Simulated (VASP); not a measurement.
**KCl: electric field gradients with PBE**

KCl:

```xyz
2
Lattice="3.6035 0.0000 0.0000 0.0000 3.6035 0.0000 0.0000 0.0000 3.6035" Properties=species:S:1:pos:R:3 pbc="T T T"
K     0.0000    0.0000    0.0000
Cl    1.8017    1.8017    1.8017
```

This cell differs from its parent crystal: volume scaled by 0.975.

- Program: VASP 6.6.1
- Task: electric field gradients
- Functional: PBE
- Potentials or basis: VASP PAW PBE potentials, release 64 (K_sv, Cl)
- Cutoff: 520 eV
- k mesh: 7 × 7 × 7
- Occupations: fermi-dirac, width 0.01 eV
- Spin: no spin polarisation
- Dipole correction: no
- Further INCAR settings: ALGO = Normal; EDIFF = 1e-08; NBANDS = 15

```yaml
Pressure: 5.6 GPa
Band_gap_on_the_k_mesh: 5.75 eV, indirect (least direct gap 5.96 eV)
```

Levels at points of the mesh, in eV from the valence-band top:
| k point | band 5 | band 6 | band 7 | band 8 | band 9 | band 10 | band 11 | band 12 |
| --- | --- | --- | --- | --- | --- | --- | --- | --- |
| (0.00, 0.00, 0.00) | -11.09 | -0.20 | -0.20 | -0.20 | 5.75 | 6.36 | 6.36 | 11.15 |

Run time: 9.7 s on 1 thread of Intel(R) Xeon(R) Platinum 8488C (Sapphire Rapids), with other jobs on the host, peak memory 0.15 GiB.

Caveat: without QUAD_EFG the Cq values of the log hold for a quadrupole moment of 1 mb, not for the nuclei. A k mesh can miss the band edges.
